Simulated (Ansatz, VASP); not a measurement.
## One calculation of BAs, two programs

```xyz
2
Lattice="0.0000 2.3885 2.3885 2.3885 0.0000 2.3885 2.3885 2.3885 0.0000" Properties=species:S:1:pos:R:3 pbc="T T T"
B     0.0000    0.0000    0.0000
As    1.1943    1.1943    1.1943
```

Change from the starting cell: volume scaled by 1, PAW files.

Alike in both runs: task electric field gradients; functional r2SCAN; k mesh 13 × 13 × 13; occupations fermi-dirac, width 0.05 eV; no spin polarisation.

|  | VASP | Ansatz |
| --- | --- | --- |
| version | VASP 6.6.1 | Ansatz 0.2.0 |
| potentials or method | VASP PAW PBE potentials, release 64 (B, As) | PAW with Ansatz's default frozen-core files, scalar-relativistic |
| plane-wave cutoff (eV) | 520 | 500 |
| valence electrons in the cell | 8 | 18 |

Ansatz gave:

```
pressure (GPa) : 0.6
```

Problem. Estimate VASP's values.

Solution. Pressure (GPa): 0.9.

VASP's potentials were made for PBE, not for r2SCAN. The functional is the same, so the differences come from potentials, cutoffs and numerics. VASP's potentials hold 8 valence electrons a cell and Ansatz's 18, so a difference there can come from the potentials and not from the codes.
